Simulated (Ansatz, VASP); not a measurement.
## PbSe: VASP beside Ansatz

```
Pb Se
1.0
     0.00000    3.10410    2.97994
     3.10410    0.00000    2.97994
     3.10410    3.10410    0.00000
Pb Se
1 1
Direct
  0.00000 0.00000 0.00000
  0.50000 0.50000 0.50000
```

Alike in both runs: task single point; functional LDA; k mesh 10 × 10 × 10; occupations gaussian, width 0.03 eV; no spin polarisation.

```csv
,VASP,Ansatz
version,VASP 6.6.1,Ansatz 0.2.0
potentials or method,"VASP PAW LDA potentials, release 64 (Pb_d, Se), cutoff 520 eV","scalar-relativistic, plane waves, PAW"
valence electrons in the cell,20,30
```

Ansatz gave:

* gap on the k mesh at the Fermi level (eV): 0.14
* least direct gap on the mesh (eV): 0.14
* pressure (GPa): -1.9
* traceless stress, the component that is largest in VASP (GPa): 3.39

Problem. What did VASP give for the same quantities?

Solution. gap on the k mesh at the Fermi level (eV): 0.12; least direct gap on the mesh (eV): 0.12; pressure (GPa): -1.8; traceless stress, the component that is largest in VASP (GPa): 3.43.

LDA's correlation is that of Perdew and Zunger in VASP and of Perdew and Wang (1992) in Ansatz. VASP's potentials hold 20 valence electrons a cell and Ansatz's 30, so a difference there can come from the potentials and not from the codes.

Neither program's run includes spin-orbit coupling.
